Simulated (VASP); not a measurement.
# Hf (Fm-3m) in VASP: notebook, part 2 of 2

VASP 6.6.1.

**3. Density of states, PBE, collinear spin, ferromagnetic start**

Contents of POSCAR:

```
Hf
1.0
    0.0000000000      2.2200000000      2.2200000000
    2.2200000000      0.0000000000      2.2200000000
    2.2200000000      2.2200000000      0.0000000000
Hf
1
Direct
    0.0000000000      0.0000000000      0.0000000000
```

Contents of INCAR.step1:

```
PREC = Accurate ; ENCUT = 520
EDIFF = 1E-6 ; ISMEAR = -1
SIGMA = 0.05 ; LREAL = F
LASPH = T ; NELM = 150
ALGO = Normal ; ISIF = 2
LWAVE = F ; LCHARG = T
ISPIN = 2 ; MAGMOM = 0.6
LMAXMIX = 4 ; GGA = PE
NBANDS = 15
```

Contents of KPOINTS.step1:

```
regular mesh
0
Gamma
  15 15 15
```

Contents of INCAR.step2:

```
PREC = Accurate ; ENCUT = 520
EDIFF = 1E-6 ; ISMEAR = -5
SIGMA = 0.05 ; LREAL = F
LASPH = T ; NELM = 150
ALGO = Normal ; ISIF = 2
LWAVE = F ; LCHARG = F
ISPIN = 2 ; MAGMOM = 0.6
LORBIT = 11 ; LMAXMIX = 4
GGA = PE ; NBANDS = 15
NEDOS = 2001 ; ICHARG = 11
```

Contents of KPOINTS.step2:

```
regular mesh
0
Gamma
  23 23 23
```

Potentials or basis: VASP PAW PBE potentials, release 64 (Hf_pv).

Command:

```
$ cat potpaw_PBE.64/Hf_pv/POTCAR > POTCAR
$ cp INCAR.step1 INCAR
$ cp KPOINTS.step1 KPOINTS
$ mpirun -np 1 vasp_std > vasp.out
$ cp INCAR.step2 INCAR
$ cp KPOINTS.step2 KPOINTS
$ mpirun -np 1 vasp_std > vasp.out
```

OUTCAR:

```text
PREC = Accurate
   ENCUT = 520
   EDIFF = 1E-6
   ISMEAR = -5
   LREAL = F
   LASPH = T
   NELM = 150
   ISIF = 2
   ISPIN = 2
   LORBIT = 11
   GGA = PE
   ICHARG = 11

 ion  position               nearest neighbor table
   1  0.000  0.000  0.000-

  LATTYP: Found a face centered cubic cell.
 ALAT       =     4.4400000000

  Lattice vectors:

 A1 = (   0.0000000000,   2.2200000000,   2.2200000000)
 A2 = (   2.2200000000,   0.0000000000,   2.2200000000)
 A3 = (   2.2200000000,   2.2200000000,   0.0000000000)

Analysis of symmetry for initial positions (statically):
=====================================================================
 Subroutine PRICEL returns:
 Original cell was already a primitive cell.

 Routine SETGRP: Setting up the symmetry group for a
 face centered cubic supercell.

 Subroutine GETGRP returns: Found 48 space group operations
 (whereof 48 operations were pure point group operations)
 out of a pool of 48 trial point group operations.

The static configuration has the point symmetry O_h .

Analysis of symmetry for dynamics (positions and initial velocities):
=====================================================================
 Subroutine PRICEL returns:
 Original cell was already a primitive cell.

 Routine SETGRP: Setting up the symmetry group for a
 face centered cubic supercell.

 Subroutine GETGRP returns: Found 48 space group operations
 (whereof 48 operations were pure point group operations)
 out of a pool of 48 trial point group operations.

The dynamic configuration has the point symmetry O_h .

Analysis of structural, dynamic, and magnetic symmetry:
=====================================================================
 Subroutine PRICEL returns:
 Original cell was already a primitive cell.

 Routine SETGRP: Setting up the symmetry group for a
 face centered cubic supercell.

 Subroutine GETGRP returns: Found 48 space group operations
 (whereof 48 operations were pure point group operations)
 out of a pool of 48 trial point group operations.

The overall configuration has the point symmetry O_h .

 Subroutine INISYM returns: Found 48 space group operations
 (whereof 48 operations are pure point group operations),
 and found     1 'primitive' translations
[... 153 lines left out ...]
      1     -25.0397      1.00000
      2     -25.0397      1.00000
      3     -25.0397      1.00000
      4      -2.3905      1.00000
      5       6.3076      0.00000
      6       6.3076      0.00000
      7       6.3076      0.00000
      8       9.1782      0.00000
      9       9.1782      0.00000
     10      16.2830      0.00000
     11      18.0370      0.00000
     12      20.7099      0.00000
     13      20.7099      0.00000
     14      20.7099      0.00000
[... 403 lines left out ...]
      4       1.2590      1.00000
      5       5.4246      0.00000
      6       6.0677      0.00000
      7       6.1303      0.00000
      8      11.3094      0.00000
      9      11.4456      0.00000
     10      14.4855      0.00000
     11      16.0785      0.00000
     12      18.0469      0.00000
     13      21.0719      0.00000
     14      21.1619      0.00000
     15      30.0613      0.00000

 [... further k-points ...]

 spin component 2

 k-point     1 :       0.0000    0.0000    0.0000
  band No.  band energies     occupation
      1     -25.0398      1.00000
      2     -25.0398      1.00000
      3     -25.0398      1.00000
      4      -2.3906      1.00000
      5       6.3075      0.00000
      6       6.3075      0.00000
      7       6.3075      0.00000
      8       9.1782      0.00000
      9       9.1782      0.00000
     10      16.2829      0.00000
     11      18.0370      0.00000
     12      20.7098      0.00000
     13      20.7098      0.00000
     14      20.7098      0.00000
[... 403 lines left out ...]
      4       1.2589      1.00000
      5       5.4245      0.00000
      6       6.0676      0.00000
      7       6.1303      0.00000
      8      11.3093      0.00000
      9      11.4456      0.00000
     10      14.4855      0.00000
     11      16.0784      0.00000
     12      18.0469      0.00000
     13      21.0718      0.00000
     14      21.1618      0.00000
     15      30.0567      0.00000

 [... further k-points ...]
[... 5 lines left out ...]
  --------------------------------------------------------------------------------------
  -------------------------------------------------------------------------------------
  Total        0.3849282      0.3849282      0.3849282     -0.0000000      0.0000000      0.0000000
  in kB       28.1839166     28.1839166     28.1839166     -0.0000000      0.0000000      0.0000000
  external PRESSURE =      28.1839166 kB  Pullay stress =       0.0000000 kB

 VOLUME and BASIS-vectors are now :
 -----------------------------------------------------------------------------
  energy-cutoff  :      520.00
  volume of cell :       21.88
      direct lattice vectors                 reciprocal lattice vectors
     0.000000000  2.220000000  2.220000000    -0.225225225  0.225225225  0.225225225
     2.220000000  0.000000000  2.220000000     0.225225225 -0.225225225  0.225225225
     2.220000000  2.220000000  0.000000000     0.225225225  0.225225225 -0.225225225

 POSITION                                       TOTAL-FORCE (eV/Angst)
 -----------------------------------------------------------------------------------
      0.00000      0.00000      0.00000        -0.000000      0.000000     -0.000000
 -----------------------------------------------------------------------------------
    total drift:                               -0.000000     -0.000000     -0.000000

  FREE ENERGIE OF THE ION-ELECTRON SYSTEM (eV)
  ---------------------------------------------------
  free  energy   TOTEN  =        -9.8484013486 eV

  energy  without entropy=       -9.8484013486  energy(sigma->0) =       -9.84840135

 total charge

# of ion       s       p       d       tot
------------------------------------------
    1        0.395   6.394   1.584   8.372

 magnetization (x)

# of ion       s       p       d       tot
------------------------------------------
    1       -0.000  -0.000  -0.000  -0.000
```

OUTCAR.step1:

```text
PREC = Accurate
   ENCUT = 520
   EDIFF = 1E-6
   ISMEAR = -1
   LREAL = F
[... 1102 lines left out ...]

 POSITION                                       TOTAL-FORCE (eV/Angst)
 -----------------------------------------------------------------------------------
      0.00000      0.00000      0.00000         0.000000      0.000000      0.000000
 -----------------------------------------------------------------------------------
    total drift:                               -0.000000      0.000000      0.000000

  FREE ENERGIE OF THE ION-ELECTRON SYSTEM (eV)
  ---------------------------------------------------
  free  energy   TOTEN  =        -9.8551913478 eV

  energy  without entropy=       -9.8437154477  energy(sigma->0) =       -9.84945340
```

OSZICAR.step1:

```text
N       E                     dE             d eps       ncg     rms          rms(c)
DAV:   1     0.202610178978E+02    0.20261E+02   -0.50261E+03  7295   0.585E+02
DAV:   2    -0.959558354414E+01   -0.29857E+02   -0.28748E+02  9352   0.149E+02
DAV:   3    -0.101410673760E+02   -0.54548E+00   -0.54284E+00  8096   0.136E+01
DAV:   4    -0.101422556387E+02   -0.11883E-02   -0.11882E-02  8824   0.805E-01
DAV:   5    -0.101422594872E+02   -0.38486E-05   -0.38482E-05  8180   0.402E-02    0.466E+01
DAV:   6    -0.993719126907E+01    0.20507E+00   -0.12939E-01  8026   0.249E+00    0.279E+01
DAV:   7    -0.985566183127E+01    0.81529E-01   -0.17061E-01  8236   0.282E+00    0.850E+00
DAV:   8    -0.985679248215E+01   -0.11307E-02   -0.72864E-03  8166   0.628E-01    0.972E-01
DAV:   9    -0.985483120363E+01    0.19613E-02   -0.40090E-03  8117   0.381E-01    0.345E-01
DAV:  10    -0.985517565741E+01   -0.34445E-03   -0.68016E-04  8243   0.183E-01    0.473E-02
DAV:  11    -0.985518983708E+01   -0.14180E-04   -0.45167E-05  7802   0.449E-02    0.446E-02
DAV:  12    -0.985519096891E+01   -0.11318E-05   -0.33275E-06  8936   0.124E-02    0.157E-02
DAV:  13    -0.985519134779E+01   -0.37889E-06   -0.81001E-07  5426   0.567E-03
   1 F= -.98551913E+01 E0= -.98494534E+01  d E =-.114759E-01  mag=    -0.0001
```

Run time: 55 s. Hardware: 1 thread of Intel Xeon 6975P-C (Granite Rapids), shared host; peak memory 0.28 GiB.

Results:

| Quantity | Value |
| --- | --- |
| Net moment | 0.00 μB per cell |
| Valence electrons inside the program's atomic spheres | Hf 8.37 |

Caveat: spin-orbit coupling is left out, which moves the levels of the heavy elements; tetrahedron occupations give inexact forces and stress in metals.
